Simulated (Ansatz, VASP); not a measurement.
# Ti in VASP and in Ansatz

```
CELL_PARAMETERS angstrom
0.00000 2.03000 2.03000
2.03000 0.00000 2.03000
2.03000 2.03000 0.00000
ATOMIC_POSITIONS crystal
Ti 0.00000 0.00000 0.00000
```

Alike in both runs: task relaxation of cell and atoms; functional LDA; k mesh 18 × 18 × 18; occupations gaussian, width 0.1 eV; no spin polarisation.

```csv
,VASP,Ansatz
version,VASP 6.6.1,Ansatz 0.2.0
potentials or method,"VASP PAW LDA potentials, release 64 (Ti_sv), cutoff 600 eV","scalar-relativistic, plane waves, PAW"
valence electrons in the cell,12,12
```

```csv
,VASP,Ansatz,Ansatz less VASP
"gap on the k mesh at the Fermi level, each at its own relaxed structure (eV)",none,none,-
relaxed volume (Å³/atom),15.99,16.01,+0.024
relaxed cell length with the largest relative difference (Å),2.828,2.829,+0.0014
```

Ansatz warns that its potentials were made for another functional, while VASP's fit it. LDA's correlation is that of Perdew and Zunger in VASP and of Perdew and Wang (1992) in Ansatz. A gap of «none» marks a metal or a gap that the smearing closes.
